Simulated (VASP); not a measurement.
A run of VASP 6.6.1:

Contents of INCAR:

```
SYSTEM = Ir
PREC     = Accurate       ! precision mode
ENCUT    = 520            ! plane-wave cutoff, eV
EDIFF    = 1E-6           ! SCF threshold, eV
ISMEAR   = -1             ! smearing method
SIGMA    = 0.05           ! smearing width, eV
LREAL    = .False.        ! projectors in reciprocal space
LASPH    = .True.         ! aspherical terms in the spheres
NELM     = 60             ! most SCF steps
ALGO     = Normal         ! electronic algorithm
ISIF     = 2              ! what is computed and relaxed
LWAVE    = .False.        ! write WAVECAR
LCHARG   = .True.         ! write CHGCAR
GGA      = PE             ! functional
LELF     = .True.         ! ELF
LVHAR    = .True.       
NBANDS   = 10             ! bands
```

The input KPOINTS:

```
Automatic mesh
0
Gamma
  21 21 21
  0 0 0
```

File POSCAR:

```
Ir
1.0
    0.0000000000      1.9353309306      1.9353309306
    1.9353309306      0.0000000000      1.9353309306
    1.9353309306      1.9353309306      0.0000000000
Ir
1
Direct
    0.0000000000      0.0000000000      0.0000000000
```

Potentials or basis: VASP PAW PBE potentials, release 64 (Ir).

Run with:

```bash
$ cat potpaw_PBE.64/Ir/POTCAR > POTCAR
$ mpirun -np 1 vasp_std > vasp.out
```

Hardware: 1 thread of Intel(R) Xeon(R) Platinum 8559C (Emerald Rapids), on a shared host.

Problem. How long does it take, and how much memory?

Solution. Run time: 17 s on 1 thread of Intel(R) Xeon(R) Platinum 8559C (Emerald Rapids), with other jobs on the host, peak memory 0.16 GiB. Counts: scf iterations 12, k points 286.
